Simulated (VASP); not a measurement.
# Ge in VASP: further runs

Runs on Ge. Level: PBEsol. Tasks: single point.

Program: VASP 6.6.1. These are calculated values, not measurements. Logs are shortened: lines on timing, memory, paths and dates and some standing lists are left out, and cuts for length are marked.

### Step 1. The cell of the first run

The structure is hexagonal, space group P6/mmm (No. 191). Conventional cell: a = 2.742 Å, b = 2.742 Å, c = 2.560 Å, α = 90.00°, β = 90.00°, γ = 120.00°. Ge (site symmetry 6/mmm) has 8 Ge at 2.56 to 2.74 Å within 3.4 Å.

This isn't the form of Ge at room conditions, which is diamond.

### Step 2. Single point, PBEsol

Contents of INCAR:

```
SYSTEM = Ge
PREC = Accurate ; ENCUT = 500
EDIFF = 1E-6 ; ISMEAR = -1
SIGMA = 0.3 ; LREAL = .False.
LASPH = .True. ; NELM = 120
ALGO = Normal ; ISIF = 2
LWAVE = .False. ; LCHARG = .True.
GGA = PS ; LELF = .True.
LVHAR = .True. ; NBANDS = 21
GGA_COMPAT = .False.
```

Contents of KPOINTS:

```
Automatic mesh
0
Gamma
  9 9 5
  0 0 0
```

Contents of POSCAR:

```
Ge
1.0
    1.3709441132     -2.3746377318      0.0000000000
    1.3709441132      2.3746377318      0.0000000000
    0.0000000000      0.0000000000      5.1195902540
Ge
2
Direct
    0.4999928518      0.5000071482      0.7500000000
    0.5000071482      0.4999928518      0.2500000000
```

Potentials or basis: VASP PAW PBE potentials, release 64 (Ge_d).

On the command line:

```console
cat potpaw_PBE.64/Ge_d/POTCAR > POTCAR
mpirun -np 1 vasp_std > vasp.out
```

OUTCAR:

```text
SYSTEM = Ge
   PREC = Accurate
   ENCUT = 500
   EDIFF = 1E-6
   ISMEAR = -1
   LREAL = .False.
   LASPH = .True.
   NELM = 120
   ISIF = 2
   GGA = PS

 ion  position               nearest neighbor table
   1  0.500  0.500  0.750-   2 2.56   2 2.56
   2  0.500  0.500  0.250-   1 2.56   1 2.56

  LATTYP: Found a base centered orthorhombic cell.
 ALAT       =     2.7418882264
 B/A-ratio  =     1.7321185517
 C/A-ratio  =     1.8671768618

  Lattice vectors:

 A1 = (   1.3709441132,  -2.3746377318,   0.0000000000)
 A2 = (   1.3709441132,   2.3746377318,   0.0000000000)
 A3 = (   0.0000000000,   0.0000000000,   5.1195902540)

Analysis of symmetry for initial positions (statically):
=====================================================================
 Subroutine PRICEL returns:
 Original cell was already a primitive cell.

 Routine SETGRP: Setting up the symmetry group for a
 base centered orthorhombic supercell.

 Subroutine GETGRP returns: Found  8 space group operations
 (whereof  4 operations were pure point group operations)
 out of a pool of  8 trial point group operations.

The static configuration has the point symmetry C_2h.
 The point group associated with its full space group is D_2h.

Analysis of symmetry for dynamics (positions and initial velocities):
=====================================================================
 Subroutine PRICEL returns:
 Original cell was already a primitive cell.

 Routine SETGRP: Setting up the symmetry group for a
 base centered orthorhombic supercell.

 Subroutine GETGRP returns: Found  8 space group operations
 (whereof  4 operations were pure point group operations)
 out of a pool of  8 trial point group operations.

The dynamic configuration has the point symmetry C_2h.
 The point group associated with its full space group is D_2h.

 Subroutine INISYM returns: Found  8 space group operations
 (whereof  4 operations are pure point group operations),
 and found     1 'primitive' translations

----------------------------------------------------------------------------------------

                                     Primitive cell

  volume of cell :      33.3336

  direct lattice vectors                    reciprocal lattice vectors
[... 80 lines left out ...]
   ICHARG =      2    charge: 1-file 2-atom 10-const
   ISPIN  =      1    spin polarized calculation?
   LNONCOLLINEAR =      F non collinear calculations
   LSORBIT =      F    spin-orbit coupling
   LASPH  =      T    aspherical Exc in radial PAW
   ENCUT  =  500.0 eV  36.75 Ry    6.06 a.u.   5.00  5.00  9.33*2*pi/ulx,y,z
   NELM   =    120;   NELMIN=  2; NELMDL= -5     # of ELM steps
   EDIFF  = 0.1E-05   stopping-criterion for ELM
   LREAL  =      F    real-space projection
   EDIFFG = 0.1E-04   stopping-criterion for IOM
   NSW    =      0    number of steps for IOM
   IBRION =     -1    ionic relax: 0-MD 1-quasi-New 2-CG
   NFREE  =      0    steps in history (QN), initial steepest desc. (CG)
   ISIF   =      2    stress and relaxation
   ISYM   =      2    0-nonsym 1-usesym 2-fastsym
   POTIM  = 0.5000    time-step for ionic-motion
   TEBEG  =    0.0;   TEEND  =   0.0 temperature during run
   PSTRESS=    0.0 pullay stress
   NELECT =      28.0000    total number of electrons
   NUPDOWN=      -1.0000    fix difference up-down
   EMIN   =  10.00;   EMAX   =-10.00  energy-range for DOS
   EFERMI =   0.00;   METHOD = LEGACY
   ISMEAR =    -1;   SIGMA  =   0.30  broadening in eV -4-tet -1-fermi 0-gaus
   EFERMI_NEDOS =   21; number of points for ismear=-14 and -15
   IALGO  =     38    algorithm
   IMIX   =      4    mixing-type and parameters
     AMIX     =   0.40;   BMIX     =  1.00
     AMIX_MAG =   1.60;   BMIX_MAG =  1.00
  volume/ion in A,a.u.               =      16.67       112.47
  Fermi-wavevector in a.u.,A,eV,Ry     =   1.544662  2.918988 32.463229  2.385980
  Thomas-Fermi vector in A             =   2.650151
   LORBIT       =      0    0 simple, 1 ext, 2 COOP (PROOUT), +10 PAW based schemes
   GGA     = PS    functional components
   LHFCALC =     F    Hartree Fock is set to
   AEXX    =    0.0000 exact exchange contribution
   IVDW    =     0    specifies the selected vdW correction
   LEPSILON=     F    determine dielectric tensor
   LRPA    =     F    only Hartree local field effects (RPA)
 non-spin polarized calculation
  energy-cutoff  :      500.00
  volume of cell :       33.33
 maximum number of plane-waves:       858
   NGX =  9   NGY =  9   NGZ = 19

 number of electron      27.9999958 magnetization

 Free energy of the ion-electron system (eV)
  ---------------------------------------------------
  ext. energy  EPLUGINS =         0.00000000
  ---------------------------------------------------
  free energy    TOTEN  =        -9.51073923 eV

  energy without entropy =       -9.26900166  energy(sigma->0) =       -9.38987045

 E-fermi :   7.9022     XC(G=0): -12.0214

 val. band max:        7.9021939565   @ k =   0.2222   0.1111   0.0000
 cond. band min:       7.9024724015   @ k =  -0.3333   0.1111   0.0000
 fundamental gap:      0.0002784449
 Fermi energy:         7.9021997636

 k-point     1 :       0.0000    0.0000    0.0000
  band No.  band energies     occupation
      1     -16.9256      2.00000
      2     -16.7720      2.00000
      3     -16.7720      2.00000
      4     -16.7555      2.00000
      5     -16.7554      2.00000
      6     -16.6750      2.00000
[... 565 lines left out ...]
     20      19.4604      0.00000
     21      20.1937      0.00000

 [... further k-points ...]

------------------------ aborting loop because EDIFF is reached ----------------------------------------

  FORCE on cell =-STRESS in cart. coord.  units (eV):
  Direction    XX          YY          ZZ          XY          YZ          ZX
  --------------------------------------------------------------------------------------
  -------------------------------------------------------------------------------------
  Total        2.0593150      2.0592933      2.0398480      0.0000000     -0.0000000      0.0000000
  in kB       98.9808202     98.9797764     98.0451390      0.0000000     -0.0000000      0.0000000
  external PRESSURE =      98.6685785 kB  Pullay stress =       0.0000000 kB

 VOLUME and BASIS-vectors are now :
 -----------------------------------------------------------------------------
  energy-cutoff  :      500.00
  volume of cell :       33.33
      direct lattice vectors                 reciprocal lattice vectors
     1.370944113 -2.374637732  0.000000000     0.364712168 -0.210558433  0.000000000
     1.370944113  2.374637732  0.000000000     0.364712168  0.210558433  0.000000000
     0.000000000  0.000000000  5.119590254     0.000000000  0.000000000  0.195328132

 POSITION                                       TOTAL-FORCE (eV/Angst)
 -----------------------------------------------------------------------------------
      1.37094      0.00003      3.83969         0.000000     -0.000015      0.000000
      1.37094     -0.00003      1.27990         0.000000      0.000015      0.000000
 -----------------------------------------------------------------------------------
    total drift:                               -0.000000      0.000000     -0.000000

  FREE ENERGIE OF THE ION-ELECTRON SYSTEM (eV)
  ---------------------------------------------------
  free  energy   TOTEN  =        -9.5107392321 eV

  energy  without entropy=       -9.2690016633  energy(sigma->0) =       -9.38987045
```

It took 37 s on 1 thread of Intel Xeon Platinum 8259CL at 2.50GHz (Skylake/Cascade Lake), shared host; peak memory 0.16 GiB.

Results:

| Item | Value |
| --- | --- |
| Free energy | -9.5107 eV |
| Pressure | 9.9 GPa |
| Band gap on the k mesh | zero (bands 14 and 15 overlap by 9.70 eV) |

Caveat: the cell stands under pressure; so wide a smearing shifts energies and pressures; the PAW data sets were made with another functional, which shifts forces and pressure a little.

### Step 3. Single point, PBEsol

This run uses another cell than the first one, of 18.54 Å³/atom.

Contents of INCAR:

```
PREC     = Accurate       # precision mode
ENCUT    = 500            # plane-wave cutoff, eV
EDIFF    = 1E-6           # SCF threshold, eV
ISMEAR   = -1             # smearing method
SIGMA    = 0.3            # smearing width, eV
LREAL    = F              # projectors in reciprocal space
LASPH    = T              # aspherical terms in the spheres
NELM     = 120            # most SCF steps
ALGO     = Normal         # electronic algorithm
ISIF     = 2              # what is computed and relaxed
LWAVE    = F              # write WAVECAR
LCHARG   = F              # write CHGCAR
GGA      = PS             # functional
NBANDS   = 21             # bands
GGA_COMPAT= F
```

Contents of KPOINTS:

```
regular mesh
0
Gamma
  9 9 5
```

Contents of POSCAR:

```
Ge
1.0
    1.4197164556     -2.4590734147      0.0000000000
    1.4197164556      2.4590734147      0.0000000000
    0.0000000000      0.0000000000      5.3119251568
Ge
2
Direct
    0.5001572906      0.4998427094      0.7500000000
    0.4998427094      0.5001572906      0.2500000000
```

Potentials or basis: VASP PAW PBE potentials, release 64 (Ge_d).

On the command line:

```console
cat potpaw_PBE.64/Ge_d/POTCAR > POTCAR
mpirun -np 1 vasp_std > vasp.out
```

It took 39 s on 1 thread of Intel Xeon Platinum 8259CL at 2.50GHz (Skylake/Cascade Lake), shared host; peak memory 0.18 GiB.

It converged, with:

```
Free energy            : -9.6191 eV
Pressure               : -0.2 GPa
Band gap on the k mesh : zero (bands 14 and 15 overlap by 8.72 eV)
```

Levels at points of the mesh, in eV from the Fermi level:
```csv
k point,band 12,band 13,band 14,band 15,band 16,band 17
"(0.00, 0.00, 0.00)",-9.29,-6.02,6.89,8.50,8.50,10.41
```

Caveat: so wide a smearing shifts energies and pressures; the PAW data sets were made with another functional, which shifts forces and pressure a little.
